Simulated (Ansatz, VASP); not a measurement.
One calculation of Pd, two programs

```xyz
1
Lattice="2.3373 0.0000 0.0000 0.0000 2.3373 0.0000 0.0000 0.0000 2.3373" Properties=species:S:1:pos:R:3 pbc="T T T"
Pd    0.0000    0.0000    0.0000
```

Change from the starting cell: volume scaled by 0.78, PAW files.

Alike in both runs: task single point; functional LDA; k mesh 15 × 15 × 15; occupations fermi-dirac, width 0.1 eV; no spin polarisation.

|  | VASP | Ansatz |
| --- | --- | --- |
| version | VASP 6.6.1 | Ansatz 0.2.0 |
| potentials or method | VASP PAW LDA potentials, release 64 (Pd) | PAW with Ansatz's default frozen-core files, scalar-relativistic |
| plane-wave cutoff (eV) | 520 | 420 |
| valence electrons in the cell | 10 | 18 |

VASP gave:

* pressure (GPa): 78.7

Question: Which values does Ansatz return?

Answer: Pressure (GPa): 79.3.

LDA's correlation is that of Perdew and Zunger in VASP and of Perdew and Wang (1992) in Ansatz. Both programs put the cell under a high pressure, so it lies far from rest at this level. VASP's potentials hold 10 valence electrons a cell and Ansatz's 18, so a difference there can come from the potentials and not from the codes.

Noted on VASP's run: the cell as given lies far from equilibrium.
